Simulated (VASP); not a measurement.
Write the native input for VASP 6.6.1 that does the following.

```
Task                   : single point
Functional             : LDA
Potentials or basis    : VASP PAW LDA potentials, release 64 (Al, Pt)
Cutoff                 : 520 eV
k mesh                 : 12 × 12 × 12
Occupations            : fermi-dirac, width 0.08 eV
Spin                   : no spin polarisation
Dipole correction      : no
Further INCAR settings : ALGO = Normal; EDIFF = 1e-07; NBANDS = 15
```

The structure of Al2Pt lies in POSCAR:

```
Al2Pt
1.0
   -0.0591000000      2.9254500000      2.9254500000
    2.9254500000     -0.0591000000      2.9254500000
    2.9254500000      2.9254500000     -0.0591000000
Al Pt
2 1
Direct
    0.2500000000      0.2500000000      0.2500000000
    0.7500000000      0.7500000000      0.7500000000
    0.0000000000      0.0000000000      0.0000000000
```

This cell differs from its parent crystal: equal xy, yz and zx shear strains of -2 %.

These files were run (other wordings do the same):

INCAR

```
ALGO = Normal
EDIFF = 1E-7
ENCUT = 520
ISIF = 2
ISMEAR = -1
LASPH = True
LCHARG = False
LREAL = False
LWAVE = False
NBANDS = 15
NELM = 60
PREC = Accurate
SIGMA = 0.08
```

KPOINTS

```
k-points
0
Gamma
  12 12 12
```

Potentials or basis: VASP PAW LDA potentials, release 64 (Al, Pt).

Run with:

```bash
$ cat potpaw_LDA.64/Al/POTCAR potpaw_LDA.64/Pt/POTCAR > POTCAR
$ mpirun -np 1 vasp_std > vasp.out
```

It gave:

The pressure is -3.4 GPa. The largest force is 0.269 eV/Å and the band gap on the k mesh is zero (band 8 reaches 11.41 eV, above the bottom of band 9 at 6.26 eV).

Caveat: the cell differs from its parent crystal (equal xy, yz and zx shear strains of -2 %); spin-orbit coupling is left out, which moves the levels of the heavy elements.

Wall time 75 s on 1 thread of Intel Xeon 6975P-C, on a shared host, peak memory 0.27 GiB.
